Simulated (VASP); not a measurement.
Write the native input for VASP 6.6.1 that does the following.

```yaml
Task: single point
Functional: r2SCAN
Potentials_or_basis: VASP PAW PBE potentials, release 64 (Mg)
Cutoff: 520 eV
k_mesh: 16 × 16 × 16
Occupations: fermi-dirac, width 0.1 eV
Spin: no spin polarisation
Dipole_correction: no
Further_INCAR_settings: ALGO = Normal; EDIFF = 1e-06; NBANDS = 7
```

The system is Mg.

```xyz
1
Lattice="-1.4716 1.4716 1.4765 1.4716 -1.4716 1.4765 1.4716 1.4716 -1.4765" Properties=species:S:1:pos:R:3 pbc="T T T"
Mg    0.0000    0.0000    0.0000
```

This isn't the form of Mg at room conditions, which is hcp.

One way to write it, as run:

POSCAR

```
Mg
1.0
   -1.4715783333      1.4715783333      1.4765000000
    1.4715783333     -1.4715783333      1.4765000000
    1.4715783333      1.4715783333     -1.4765000000
Mg
1
Direct
    0.0000000000      0.0000000000      0.0000000000
```

INCAR.step1

```
SYSTEM = Mg
ALGO = Normal ; EDIFF = 1E-4
ENCUT = 520 ; GGA = PE
ISMEAR = -1 ; LASPH = .True.
LCHARG = .False. ; LREAL = .False.
LWAVE = .True. ; NBANDS = 7
NELM = 100 ; PREC = Accurate
SIGMA = 0.1
```

INCAR.step2

```
SYSTEM = Mg
ALGO = Normal ; EDIFF = 1E-6
ENCUT = 520 ; ISIF = 2
ISMEAR = -1 ; ISTART = 1
LASPH = .True. ; LCHARG = .False.
LMIXTAU = .True. ; LREAL = .False.
LWAVE = .False. ; METAGGA = R2SCAN
NBANDS = 7 ; NELM = 100
PREC = Accurate ; SIGMA = 0.1
```

KPOINTS

```
k-points
0
Gamma
  16 16 16
  0 0 0
```

Potentials or basis: VASP PAW PBE potentials, release 64 (Mg).

The run is started by

```sh
$ cat potpaw_PBE.64/Mg/POTCAR > POTCAR
$ cp INCAR.step1 INCAR
$ mpirun -np 1 vasp_std > vasp.out
$ cp INCAR.step2 INCAR
$ mpirun -np 1 vasp_std > vasp.out
```

It gave:

```json
{"Pressure": "64.9 GPa", "Band gap on the k mesh": "zero (bands 1 and 2 overlap by 4.91 eV)"}
```

Caveat: the cell stands under pressure; the PAW data sets were made with another functional, which shifts forces and pressure a little.

Wall time 57 s on 1 thread of AMD EPYC 9R45 96-Core Processor (Zen 5), on a shared host, peak memory 0.12 GiB.
